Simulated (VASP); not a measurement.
# Cu in VASP: relaxation of the atoms with LDA

Aim: the relaxation of the atoms of Cu with LDA.

Program: VASP 6.6.1. These are calculated values, not measurements. Logs are shortened: lines on timing, memory, paths and dates and some standing lists are left out, and cuts for length are marked.

### 1 The cell of the first run

The cell holds a slab with vacuum, 5 atoms: a = 2.488 Å, b = 2.488 Å, c = 23.036 Å, α = 90.00°, β = 90.00°, γ = 90.00°.

### 2 Relaxation of the atoms, LDA

File INCAR:

```
  PREC = Accurate
  ENCUT = 520
  EDIFF = 1E-6
  ISMEAR = -1
  SIGMA = 0.1
  LREAL = F
  LASPH = T
  NELM = 80
  ALGO = Normal
  ISIF = 2
  LWAVE = F
  LCHARG = F
  LDIPOL = T
  IDIPOL = 3
  DIPOL = 0.5 0.5 0.500
  IBRION = 2
  NSW = 32
  EDIFFG = -0.01
```

File KPOINTS:

```
regular mesh
0
Gamma
  13 13 1
```

File POSCAR:

```
Cu
1.0
    2.4876687211      0.0000000000      0.0000000000
    0.0000000000      2.4876687211      0.0000000000
    0.0000000000      0.0000000000     23.0362000000
Cu
5
Direct
    0.0000000000      0.0000000000      0.3493743142
    0.5000000000      0.5000000000      0.4233152411
    0.0000000000      0.0000000000      0.4999999994
    0.5000000000      0.5000000000      0.5766847585
    0.0000000000      0.0000000000      0.6506256868
```

Potentials or basis: VASP PAW LDA potentials, release 64 (Cu).

Launch:

```console
$ cat potpaw_LDA.64/Cu/POTCAR > POTCAR
$ mpirun -np 1 vasp_std > vasp.out
```

OUTCAR:

```text
PREC = Accurate
   ENCUT = 520
   EDIFF = 1E-6
   ISMEAR = -1
   LREAL = F
   LASPH = T
   NELM = 80
   ISIF = 2
   IBRION = 2
   NSW = 32
   EDIFFG = -0.01

 ion  position               nearest neighbor table
   1  0.000  0.000  0.349-   2 2.45   2 2.45   2 2.45   2 2.45
   2  0.500  0.500  0.423-   1 2.45   1 2.45   1 2.45   1 2.45   3 2.49   3 2.49   3 2.49   3 2.49

   3  0.000  0.000  0.500-   2 2.49   2 2.49   2 2.49   2 2.49   4 2.49   4 2.49   4 2.49   4 2.49

   4  0.500  0.500  0.577-   5 2.45   5 2.45   5 2.45   5 2.45   3 2.49   3 2.49   3 2.49   3 2.49

   5  0.000  0.000  0.651-   4 2.45   4 2.45   4 2.45   4 2.45

  LATTYP: Found a simple tetragonal cell.
 ALAT       =     2.4876687211
 C/A-ratio  =     9.2601558257

  Lattice vectors:

 A1 = (   2.4876687211,   0.0000000000,   0.0000000000)
 A2 = (   0.0000000000,   2.4876687211,   0.0000000000)
 A3 = (   0.0000000000,   0.0000000000,  23.0362000000)

Analysis of symmetry for initial positions (statically):
=====================================================================
 Subroutine PRICEL returns:
 Original cell was already a primitive cell.

 Routine SETGRP: Setting up the symmetry group for a
 simple tetragonal supercell.

 Subroutine GETGRP returns: Found 16 space group operations
 (whereof 16 operations were pure point group operations)
 out of a pool of 16 trial point group operations.

The static configuration has the point symmetry D_4h.

Analysis of symmetry for dynamics (positions and initial velocities):
=====================================================================
 Subroutine PRICEL returns:
 Original cell was already a primitive cell.

 Routine SETGRP: Setting up the symmetry group for a
 simple tetragonal supercell.

 Subroutine GETGRP returns: Found 16 space group operations
 (whereof 16 operations were pure point group operations)
 out of a pool of 16 trial point group operations.

The dynamic configuration has the point symmetry D_4h.

 Subroutine INISYM returns: Found 16 space group operations
 (whereof 16 operations are pure point group operations),
 and found     1 'primitive' translations

----------------------------------------------------------------------------------------

                                     Primitive cell

  volume of cell :     142.5594

  direct lattice vectors                    reciprocal lattice vectors
[... 106 lines left out ...]
   EMIN   =  10.00;   EMAX   =-10.00  energy-range for DOS
   EFERMI =   0.00;   METHOD = LEGACY
   ISMEAR =    -1;   SIGMA  =   0.10  broadening in eV -4-tet -1-fermi 0-gaus
   EFERMI_NEDOS =   21; number of points for ismear=-14 and -15
   IALGO  =     38    algorithm
   IMIX   =      4    mixing-type and parameters
     AMIX     =   0.40;   BMIX     =  1.00
     AMIX_MAG =   1.60;   BMIX_MAG =  1.00
  volume/ion in A,a.u.               =      28.51       192.41
  Fermi-wavevector in a.u.,A,eV,Ry     =   1.191783  2.252143 19.324981  1.420346
  Thomas-Fermi vector in A             =   2.327836
   LORBIT       =      0    0 simple, 1 ext, 2 COOP (PROOUT), +10 PAW based schemes
   GGA     = CA    functional components
   LHFCALC =     F    Hartree Fock is set to
   AEXX    =    0.0000 exact exchange contribution
   IVDW    =     0    specifies the selected vdW correction
   LEPSILON=     F    determine dielectric tensor
   LRPA    =     F    only Hartree local field effects (RPA)
 conjugate gradient relaxation of ions
 non-spin polarized calculation
  energy-cutoff  :      520.00
  volume of cell :      142.56
 maximum number of plane-waves:      3907
 NGX is ok and might be reduce to    20
   NGX =  9   NGY =  9   NGZ = 85

--------------------------------------- Ionic step        1  -------------------------------------------

 number of electron      55.0000065 magnetization

 Free energy of the ion-electron system (eV)
  ---------------------------------------------------
  ext. energy  EPLUGINS =         0.00000000
  ---------------------------------------------------
  free energy    TOTEN  =       -22.05391944 eV

  energy without entropy =      -22.00771846  energy(sigma->0) =      -22.03081895

------------------------ aborting loop because EDIFF is reached ----------------------------------------

  FORCE on cell =-STRESS in cart. coord.  units (eV):
  Direction    XX          YY          ZZ          XY          YZ          ZX
  --------------------------------------------------------------------------------------
  -------------------------------------------------------------------------------------
  Total       -1.2170894     -1.2170894      0.2293763      0.0000000      0.0000000      0.0000000
  in kB      -13.6784579    -13.6784579      2.5778832      0.0000000      0.0000000      0.0000000
  external PRESSURE =      -8.2596775 kB  Pullay stress =       0.0000000 kB
[... 143 lines left out ...]
--------------------------------------- Ionic step        5  -------------------------------------------

 number of electron      55.0000071 magnetization

 dipolmoment           0.000000      0.000000      0.000000 electrons x Angstroem

 Free energy of the ion-electron system (eV)
  ---------------------------------------------------
  ext. energy  EPLUGINS =         0.00000000
  ---------------------------------------------------
  free energy    TOTEN  =       -22.05444545 eV

  energy without entropy =      -22.00783371  energy(sigma->0) =      -22.03113958

 E-fermi :   0.2461     XC(G=0):  -6.0718

 val. band max:        0.1439332549   @ k =   0.4615   0.1538   0.0000
 cond. band min:       0.3289593858   @ k =   0.3846   0.3077   0.0000
 fundamental gap:      0.1850261309
 Fermi energy:         0.2460575473

 k-point     1 :       0.0000    0.0000    0.0000
  band No.  band energies     occupation
      1      -9.3171      2.00000
      2      -8.1342      2.00000
      3      -6.3457      2.00000
      4      -5.0951      2.00000
      5      -5.0364      2.00000
      6      -4.5488      2.00000
[... 853 lines left out ...]
     32       6.3905      0.00000
     33       7.4958      0.00000

 [... further k-points ...]

------------------------ aborting loop because EDIFF is reached ----------------------------------------

 vacuum level on the upper side and lower side of the slab       (xc-potential included)        -0.107        -0.107

  FORCE on cell =-STRESS in cart. coord.  units (eV):
  Direction    XX          YY          ZZ          XY          YZ          ZX
  --------------------------------------------------------------------------------------
  -------------------------------------------------------------------------------------
  Total       -1.4172354     -1.4172354     -0.0523261      0.0000000     -0.0000000      0.0000000
  in kB      -15.9278306    -15.9278306     -0.5880750      0.0000000     -0.0000000      0.0000000
  external PRESSURE =     -10.8145787 kB  Pullay stress =       0.0000000 kB
[... 20 lines left out ...]
  FREE ENERGIE OF THE ION-ELECTRON SYSTEM (eV)
  ---------------------------------------------------
  free  energy   TOTEN  =       -22.0544454459 eV

  energy  without entropy=      -22.0078337133  energy(sigma->0) =      -22.03113958

 reached required accuracy - stopping structural energy minimisation

 vacuum level on the upper side and lower side of the slab         4.990         4.990
```

OSZICAR:

```text
N       E                     dE             d eps       ncg     rms          rms(c)
DAV:   1     0.475316153855E+03    0.47532E+03   -0.24478E+04  1848   0.222E+03
DAV:   2     0.220926778927E+02   -0.45322E+03   -0.44218E+03  1849   0.420E+02
DAV:   3    -0.248108689988E+02   -0.46904E+02   -0.44967E+02  1936   0.197E+02
DAV:   4    -0.265819122845E+02   -0.17710E+01   -0.17579E+01  2093   0.478E+01
[... 49 lines left out ...]
DAV:   4    -0.220545051224E+02    0.20719E-04   -0.83373E-05  2260   0.398E-01    0.504E-02
DAV:   5    -0.220544493243E+02    0.55798E-04   -0.13202E-04  3021   0.203E-01    0.179E-02
DAV:   6    -0.220544466664E+02    0.26579E-05   -0.30479E-05  3035   0.980E-02    0.914E-03
DAV:   7    -0.220544455856E+02    0.10808E-05   -0.26166E-06  1435   0.752E-02    0.485E-03
DAV:   8    -0.220544454459E+02    0.13970E-06   -0.11404E-06  1024   0.363E-02
   5 F= -.22054445E+02 E0= -.22031140E+02  d E =-.268447E-03
```

Run time: 6.1 min. Hardware: 1 thread of Oxide Virtual Turin-like, shared host; peak memory 0.22 GiB.

Results:

* Free energy: -22.0544 eV
* Energy gained by relaxing: 0.1 meV/atom
* Ionic steps: 5
* Band gap on the k mesh: zero (an odd number of electrons rules out a gap without spin polarisation)

Forces in eV/Å, atoms in the order of the input:
```
Cu   0.000  0.000 -0.001
Cu   0.000  0.000  0.003
Cu   0.000  0.000  0.000
Cu   0.000  0.000 -0.003
Cu   0.000  0.000  0.001
```

The path:
```
step  energy change (eV)  largest force (eV/Å)  pressure (GPa)
   1              0.0000                0.0403           -0.83
   2             -0.0001                0.0290           -0.85
   3             -0.0003                0.0317           -0.96
   4             -0.0004                0.0235           -0.97
   5             -0.0005                0.0027           -1.08
```

Final structure:
```
Cu
1.0
     2.48767    0.00000    0.00000
     0.00000    2.48767    0.00000
     0.00000    0.00000   23.03620
Cu
5
Direct
  0.00000 0.00000 0.34876
  0.50000 0.50000 0.42302
  0.00000 0.00000 0.50000
  0.50000 0.50000 0.57698
  0.00000 0.00000 0.65124
```

Levels at points of the mesh, in eV from the Fermi level:
```tsv
k point	band 25	band 26	band 27	band 28	band 29	band 30	band 31	band 32
(0.00, 0.00, 0.00)	-1.75	-1.57	-1.56	-1.56	-1.56	-0.14	1.16	4.57
```
